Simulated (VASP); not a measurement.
# Si2C3 (P-6m2) in VASP: notebook, part 2 of 2

VASP 6.6.1.

## (4) Single point, PBE, collinear spin, ferromagnetic start

This run uses another cell than the first one, of 9.29 Å³/atom, 0.675 times its volume.

INCAR

```
PREC = Accurate ; ENCUT = 520
EDIFF = 1E-6 ; ISMEAR = 0
SIGMA = 0.1 ; LREAL = F
LASPH = T ; NELM = 150
ALGO = Normal ; ISIF = 2
LWAVE = F ; LCHARG = F
ISPIN = 2 ; MAGMOM = 0 0 0 0 1 1 1 1 1 1
LORBIT = 11 ; GGA = PE
NBANDS = 35
```

KPOINTS

```
regular mesh
0
Gamma
  6 6 2
```

POSCAR

```
Si2C3
1.0
    2.7820284501      0.0000000000      0.0000000000
   -1.3910142251      2.4093073118      0.0000000000
    0.0000000000      0.0000000000     13.8632594794
Si C
4 6
Direct
    0.3333333333      0.6666666667      0.0000000000
    0.3333333333      0.6666666667      0.3508765767
    0.3333333333      0.6666666667      0.6491234233
    0.6666666667      0.3333333333      0.5000000000
    0.3333333333      0.6666666667      0.1413894293
    0.3333333333      0.6666666667      0.8586105707
    0.6666666667      0.3333333333      0.1780477555
    0.6666666667      0.3333333333      0.2895163148
    0.6666666667      0.3333333333      0.7104836852
    0.6666666667      0.3333333333      0.8219522445
```

Launch:

```
cat potpaw_PBE.64/Si/POTCAR potpaw_PBE.64/C/POTCAR > POTCAR
mpirun -np 1 vasp_std > vasp.out
```

Run time: 1.9 min. Hardware: 1 thread of Intel Xeon Platinum 8259CL at 2.50GHz (Skylake/Cascade Lake), shared host; peak memory 0.3 GiB.

The run converged. Its results:

* Free energy: -70.0810 eV
* Pressure: 0.0 GPa
* Largest force: 0.022 eV/Å
* Band gap on the k mesh: zero (filled and empty bands overlap)
* Net moment: 0.00 μB per cell
* Valence electrons inside the program's atomic spheres: Si 1.59, 1.76, 1.58; C 2.34, 2.33, 2.63

Forces on the atoms (eV/Å):
```
Si   0.000  0.000  0.000
Si   0.000  0.000 -0.012
Si   0.000  0.000  0.012
Si   0.000  0.000  0.000
C    0.000  0.000  0.001
C    0.000  0.000 -0.001
C    0.000  0.000  0.016
C    0.000  0.000  0.022
C    0.000  0.000 -0.022
C    0.000  0.000 -0.016
```

Stress tensor (GPa, compression positive):
```
 0.15  0.00  0.00
 0.00  0.15  0.00
 0.00  0.00 -0.15
```

Levels at points of the mesh, in eV from the Fermi level:
Spin up:
| k point | band 17 | band 18 | band 19 | band 20 | band 21 | band 22 | band 23 | band 24 |
| --- | --- | --- | --- | --- | --- | --- | --- | --- |
| (0.00, 0.00, 0.00) | 0.10 | 0.12 | 0.12 | 1.83 | 4.23 | 4.25 | 4.89 | 4.89 |
| (0.50, 0.00, 0.00) | -3.51 | -2.19 | -2.01 | -1.95 | -0.65 | 0.99 | 3.03 | 3.19 |
| (0.00, 0.00, 0.50) | 0.11 | 0.11 | 0.46 | 1.25 | 4.20 | 4.27 | 4.90 | 4.90 |
| (0.50, 0.00, 0.50) | -3.62 | -2.24 | -1.99 | -1.97 | -0.80 | 1.41 | 2.93 | 3.18 |
Spin down:
```
           k point  band 17  band 18  band 19  band 20  band 21  band 22  band 23  band 24
(0.00, 0.00, 0.00)     0.10     0.12     0.12     1.83     4.23     4.25     4.89     4.89
(0.50, 0.00, 0.00)    -3.50    -2.19    -2.01    -1.95    -0.65     0.99     3.03     3.19
(0.00, 0.00, 0.50)     0.11     0.11     0.46     1.25     4.20     4.27     4.90     4.90
(0.50, 0.00, 0.50)    -3.62    -2.25    -1.99    -1.97    -0.80     1.41     2.93     3.18
```

Caveat: the k points lie up to 0.43 Å⁻¹ apart.

## (5) Single point, PBE

This run uses another cell than the first one, of 9.27 Å³/atom, 0.673 times its volume.

INCAR

```
PREC = Accurate
ENCUT = 520
EDIFF = 1E-7
ISMEAR = 0
SIGMA = 0.1
LREAL = F
LASPH = T
NELM = 60
ALGO = Normal
ISIF = 2
LWAVE = F
LCHARG = F
GGA = PE
NBANDS = 31
```

KPOINTS

```
Automatic mesh
0
Gamma
  18 18 4
```

POSCAR

```
Si2C3
1.0
    2.7743758774      0.0000000000      0.0000000000
   -1.3871879387      2.4026799894      0.0000000000
    0.0000000000      0.0000000000     13.9080692282
Si C
4 6
Direct
    0.3333333333      0.6666666667      0.0000000000
    0.3333333333      0.6666666667      0.3502461753
    0.3333333333      0.6666666667      0.6497538247
    0.6666666667      0.3333333333      0.5000000000
    0.3333333333      0.6666666667      0.1409806948
    0.3333333333      0.6666666667      0.8590193052
    0.6666666667      0.3333333333      0.1773197548
    0.6666666667      0.3333333333      0.2883367553
    0.6666666667      0.3333333333      0.7116632447
    0.6666666667      0.3333333333      0.8226802452
```

Potentials or basis: VASP PAW PBE potentials, release 64 (Si, C).

Launch:

```
cat potpaw_PBE.64/Si/POTCAR potpaw_PBE.64/C/POTCAR > POTCAR
mpirun -np 1 vasp_std > vasp.out
```

OUTCAR:

```text
PREC = Accurate
   ENCUT = 520
   EDIFF = 1E-7
   ISMEAR = 0
   LREAL = F
   LASPH = T
   NELM = 60
   ISIF = 2
   GGA = PE

 ion  position               nearest neighbor table
   1  0.333  0.667  0.000-   5 1.96   6 1.96
   2  0.333  0.667  0.350-   8 1.82   8 1.82   8 1.82   4 2.63   4 2.63   4 2.63
   3  0.333  0.667  0.650-   9 1.82   9 1.82   9 1.82   4 2.63   4 2.63   4 2.63
   4  0.667  0.333  0.500-   2 2.63   3 2.63   2 2.63   3 2.63   2 2.63   3 2.63
   5  0.333  0.667  0.141-   7 1.68   7 1.68   7 1.68   1 1.96
   6  0.333  0.667  0.859-  10 1.68  10 1.68  10 1.68   1 1.96
   7  0.667  0.333  0.177-   8 1.54   5 1.68   5 1.68   5 1.68
   8  0.667  0.333  0.288-   7 1.54   2 1.82   2 1.82   2 1.82
   9  0.667  0.333  0.712-  10 1.54   3 1.82   3 1.82   3 1.82
  10  0.667  0.333  0.823-   9 1.54   6 1.68   6 1.68   6 1.68

  LATTYP: Found a hexagonal cell.
 ALAT       =     2.7743758774
 C/A-ratio  =     5.0130443180

  Lattice vectors:

 A1 = (   2.7743758774,   0.0000000000,   0.0000000000)
 A2 = (  -1.3871879387,   2.4026799894,   0.0000000000)
 A3 = (   0.0000000000,   0.0000000000,  13.9080692282)

Analysis of symmetry for initial positions (statically):
=====================================================================
 Subroutine PRICEL returns:
 Original cell was already a primitive cell.

 Routine SETGRP: Setting up the symmetry group for a
 hexagonal supercell.

 Subroutine GETGRP returns: Found 12 space group operations
 (whereof 12 operations were pure point group operations)
 out of a pool of 24 trial point group operations.

The static configuration has the point symmetry D_3h.

Analysis of symmetry for dynamics (positions and initial velocities):
=====================================================================
 Subroutine PRICEL returns:
 Original cell was already a primitive cell.

 Routine SETGRP: Setting up the symmetry group for a
 hexagonal supercell.

[... 142 lines left out ...]
  Fermi-wavevector in a.u.,A,eV,Ry     =   1.237045  2.337676 20.820725  1.530280
  Thomas-Fermi vector in A             =   2.371628
   LORBIT       =      0    0 simple, 1 ext, 2 COOP (PROOUT), +10 PAW based schemes
   GGA     = PE    functional components
   LHFCALC =     F    Hartree Fock is set to
   AEXX    =    0.0000 exact exchange contribution
   IVDW    =     0    specifies the selected vdW correction
   LEPSILON=     F    determine dielectric tensor
   LRPA    =     F    only Hartree local field effects (RPA)
 non-spin polarized calculation
 Gauss-broadening in eV      SIGMA  =   0.10
  energy-cutoff  :      520.00
  volume of cell :       92.71
 maximum number of plane-waves:      2525
 NGX is ok and might be reduce to    24
   NGX = 11   NGY = 11   NGZ = 51

 number of electron      40.0000002 magnetization

 Free energy of the ion-electron system (eV)
  ---------------------------------------------------
  ext. energy  EPLUGINS =         0.00000000
  ---------------------------------------------------
  free energy    TOTEN  =       -70.20515737 eV

  energy without entropy =      -70.19313909  energy(sigma->0) =      -70.19914823

 E-fermi :   9.6032     XC(G=0): -11.8588

 val. band max:        9.5818518255   @ k =   0.0556  -0.0000   0.5000
 cond. band min:       9.6120557682   @ k =   0.1111  -0.0000   0.0000
 fundamental gap:      0.0302039426
 Fermi energy:         9.6032042105

 k-point     1 :       0.0000    0.0000    0.0000
  band No.  band energies     occupation
      1      -8.8339      2.00000
      2      -8.7321      2.00000
      3      -6.4145      2.00000
      4      -5.9214      2.00000
      5      -3.5603      2.00000
      6      -1.4668      2.00000
[... 805 lines left out ...]
     30      15.5996      0.00000
     31      16.6324      0.00000

 [... further k-points ...]
[... 5 lines left out ...]
  --------------------------------------------------------------------------------------
  -------------------------------------------------------------------------------------
  Total        0.0251026      0.0251026      0.0099243      0.0000000      0.0000000      0.0000000
  in kB        0.4338114      0.4338114      0.1715069      0.0000000      0.0000000      0.0000000
  external PRESSURE =       0.3463766 kB  Pullay stress =       0.0000000 kB

 VOLUME and BASIS-vectors are now :
 -----------------------------------------------------------------------------
  energy-cutoff  :      520.00
  volume of cell :       92.71
      direct lattice vectors                 reciprocal lattice vectors
     2.774375877  0.000000000  0.000000000     0.360441427  0.208100955  0.000000000
    -1.387187939  2.402679989  0.000000000     0.000000000  0.416201910  0.000000000
     0.000000000  0.000000000 13.908069228     0.000000000  0.000000000  0.071900706

 POSITION                                       TOTAL-FORCE (eV/Angst)
 -----------------------------------------------------------------------------------
     -0.00000      1.60179      0.00000         0.000000      0.000000      0.000000
     -0.00000      1.60179      4.87125        -0.000000      0.000000      0.007284
     -0.00000      1.60179      9.03682        -0.000000     -0.000000     -0.007284
      1.38719      0.80089      6.95403         0.000000     -0.000000      0.000000
     -0.00000      1.60179      1.96077         0.000000     -0.000000     -0.004762
     -0.00000      1.60179     11.94730         0.000000     -0.000000      0.004762
      1.38719      0.80089      2.46618        -0.000000      0.000000     -0.014311
      1.38719      0.80089      4.01021        -0.000000     -0.000000      0.026185
      1.38719      0.80089      9.89786         0.000000     -0.000000     -0.026185
      1.38719      0.80089     11.44189        -0.000000      0.000000      0.014311
 -----------------------------------------------------------------------------------
    total drift:                               -0.000000      0.000000      0.000000

  FREE ENERGIE OF THE ION-ELECTRON SYSTEM (eV)
  ---------------------------------------------------
  free  energy   TOTEN  =       -70.2051573727 eV

  energy  without entropy=      -70.1931390879  energy(sigma->0) =      -70.19914823
```

OSZICAR:

```text
N       E                     dE             d eps       ncg     rms          rms(c)
DAV:   1     0.101288644881E+03    0.10129E+03   -0.18794E+04  6882   0.118E+03
DAV:   2    -0.661436337394E+02   -0.16743E+03   -0.15905E+03  8749   0.207E+02
DAV:   3    -0.754846668822E+02   -0.93410E+01   -0.92559E+01  8796   0.465E+01
DAV:   4    -0.756070575618E+02   -0.12239E+00   -0.12214E+00  9113   0.595E+00
DAV:   5    -0.756090299328E+02   -0.19724E-02   -0.19718E-02  9036   0.727E-01    0.156E+01
DAV:   6    -0.704301657367E+02    0.51789E+01   -0.13411E+01  8673   0.205E+01    0.741E+00
DAV:   7    -0.704871351409E+02   -0.56969E-01   -0.66801E+00  8677   0.130E+01    0.420E+00
DAV:   8    -0.702415140125E+02    0.24562E+00   -0.23610E+00  8820   0.720E+00    0.283E+00
DAV:   9    -0.702057998537E+02    0.35714E-01   -0.30048E-01  8453   0.266E+00    0.889E-01
DAV:  10    -0.702060518999E+02   -0.25205E-03   -0.28859E-02  8714   0.117E+00    0.341E-01
DAV:  11    -0.702050048306E+02    0.10471E-02   -0.94134E-03  8752   0.595E-01    0.219E-01
DAV:  12    -0.702052040051E+02   -0.19917E-03   -0.17895E-03  8613   0.246E-01    0.818E-02
DAV:  13    -0.702051658911E+02    0.38114E-04   -0.44208E-04  8886   0.137E-01    0.251E-02
DAV:  14    -0.702051561098E+02    0.97813E-05   -0.84651E-05  8703   0.590E-02    0.120E-02
DAV:  15    -0.702051573409E+02   -0.12311E-05   -0.14466E-05  8673   0.212E-02    0.451E-03
DAV:  16    -0.702051573645E+02   -0.23590E-07   -0.20785E-06  8671   0.714E-03    0.302E-03
DAV:  17    -0.702051573727E+02   -0.81673E-08   -0.20224E-07  6403   0.288E-03
   1 F= -.70205157E+02 E0= -.70199148E+02  d E =-.120183E-01
```

Run time: 5.3 min. Hardware: 1 thread of Intel Xeon Platinum 8259CL at 2.50GHz (Skylake/Cascade Lake), shared host; peak memory 0.38 GiB.

Results:

- Free energy: -70.2052 eV
- Pressure: 0.0 GPa
- Largest force: 0.026 eV/Å
- Band gap on the k mesh: zero (band 20 reaches 11.51 eV, above the bottom of band 21 at 7.74 eV)

Forces in eV/Å, atoms in the order of the input:
```
Si   0.000  0.000  0.000
Si   0.000  0.000  0.007
Si   0.000  0.000 -0.007
Si   0.000  0.000  0.000
C    0.000  0.000 -0.005
C    0.000  0.000  0.005
C    0.000  0.000 -0.014
C    0.000  0.000  0.026
C    0.000  0.000 -0.026
C    0.000  0.000  0.014
```

Levels at points of the mesh, in eV from the Fermi level:
| k point | band 18 | band 19 | band 20 | band 21 | band 22 | band 23 |
| --- | --- | --- | --- | --- | --- | --- |
| (0.00, 0.00, 0.00) | 0.35 | 0.35 | 1.91 | 4.55 | 4.58 | 5.17 |
| (0.50, 0.00, 0.00) | -2.08 | -1.79 | -1.74 | -0.57 | 1.26 | 3.20 |
| (0.00, 0.00, 0.50) | 0.34 | 0.70 | 1.21 | 4.53 | 4.60 | 5.19 |
| (0.50, 0.00, 0.50) | -2.12 | -1.77 | -1.76 | -0.71 | 1.71 | 2.98 |

## (6) Overview

| task | spin | cell | k mesh | cutoff (eV) | gap on the mesh (eV) | pressure (GPa) | moment (μB) | largest force (eV/Å) |
| --- | --- | --- | --- | --- | --- | --- | --- | --- |
| single point | collinear, ferromagnetic start | a = 2.709, b = 2.709, c = 21.659 Å, angles 90.0, 90.0, 120.0°, 10 atoms | 6 × 6 × 1 | 520 | none | -18.1 | 0.00 | 1.69 |
| relaxation of cell and atoms | off | relaxed from a = 2.774, b = 2.774, c = 13.978 Å, angles 90.0, 90.0, 120.0°, 10 atoms | 6 × 6 × 2 | 600 | none | -0.1 | - | 0.03 |
| single point | collinear, ferromagnetic start | a = 2.782, b = 2.782, c = 13.863 Å, angles 90.0, 90.0, 120.0°, 10 atoms | 6 × 6 × 2 | 520 | none | 0.0 | 0.00 | 0.02 |
| single point | off | a = 2.774, b = 2.774, c = 13.908 Å, angles 90.0, 90.0, 120.0°, 10 atoms | 18 × 18 × 4 | 520 | none | 0.0 | - | 0.03 |

Alike in all rows: level PBE; potentials or basis VASP PAW PBE potentials, release 64 (Si, C); smearing gaussian 0.1 eV.

Caveats: some runs use coarse meshes; forces of over 1 eV/Å act on the atoms, so gaps and moduli don't describe the material at rest (some runs).

Total energies depend on the potentials used, so only differences within one code and one set of settings carry meaning.
